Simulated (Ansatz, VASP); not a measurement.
**As2F3 in VASP and in Ansatz**

```
As F
1.0
     1.43355    0.82766   10.01233
    -1.43355    0.82766   10.01233
     0.00000   -1.65533   10.01233
As F
2 3
Direct
  0.40061 0.40061 0.40061
  0.59939 0.59939 0.59939
  0.00000 0.00000 0.00000
  0.21384 0.21384 0.21384
  0.78616 0.78616 0.78616
```

Alike in both runs: functional PBE; k mesh 6 × 6 × 6; occupations gaussian, width 0.1 eV; no spin polarisation.

Ansatz relaxed the structure, and its values are those at the end. VASP's run is a single point on that final structure, the one shown.

```csv
,VASP,Ansatz
version,VASP 6.6.1,Ansatz 0.2.0
potentials or method,"VASP PAW PBE potentials, release 64 (As, F), cutoff 520 eV","scalar-relativistic, plane waves, PAW"
valence electrons in the cell,31,51
```

VASP gave:

```
gap on the k mesh at the Fermi level (eV) : none
pressure (GPa)                            : -0.1
rms of the force components (eV/Å)        : 0.006
```

Problem. What did Ansatz give for the same quantities?

Solution. gap on the k mesh at the Fermi level (eV): none; pressure (GPa): 0.1; rms of the force components (eV/Å): 0.005.

A gap of «none» marks a metal or a gap that the smearing closes. VASP's potentials hold 31 valence electrons a cell and Ansatz's 51, so a difference there can come from the potentials and not from the codes.

The k mesh is coarse, so the values compare programs but aren't converged.
